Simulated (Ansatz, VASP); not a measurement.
One calculation of SiC, two programs

```xyz
4
Lattice="3.1724 0.0000 0.0000 -1.5862 2.7474 0.0000 0.0000 0.0000 5.2058" Properties=species:S:1:pos:R:3 pbc="T T T"
Si    0.0000    1.8316    0.0236
Si    1.5862    0.9158    2.6265
C     0.0000    1.8316    1.9806
C     1.5862    0.9158    4.5835
```

Alike in both runs: functional PBE; k mesh 12 × 12 × 6; occupations gaussian, width 0.05 eV; no spin polarisation.

Ansatz relaxed the structure, and its values are those at the end. VASP's run is a single point on that final structure, the one shown.

```csv
,VASP,Ansatz
version,VASP 6.6.1,Ansatz 0.2.0
potentials or method,"VASP PAW PBE potentials, release 64 (Si, C), cutoff 520 eV","scalar-relativistic, plane waves, PAW"
valence electrons in the cell,16,16
```

|  | VASP | Ansatz | Ansatz less VASP |
| --- | --- | --- | --- |
| gap on the k mesh at the Fermi level (eV) | 2.44 | 2.44 | +0.004 |
| least direct gap on the mesh (eV) | 3.79 | 3.79 | +0.004 |
| pressure (GPa) | -14.1 | -14.1 | -0.01 |
| rms of the force components (eV/Å) | 0.004 | 0.004 | +0.0002 |

With one functional, cell and mesh, what is left measures potentials, basis and numerics. Ansatz's warnings: stress scf threshold loose.
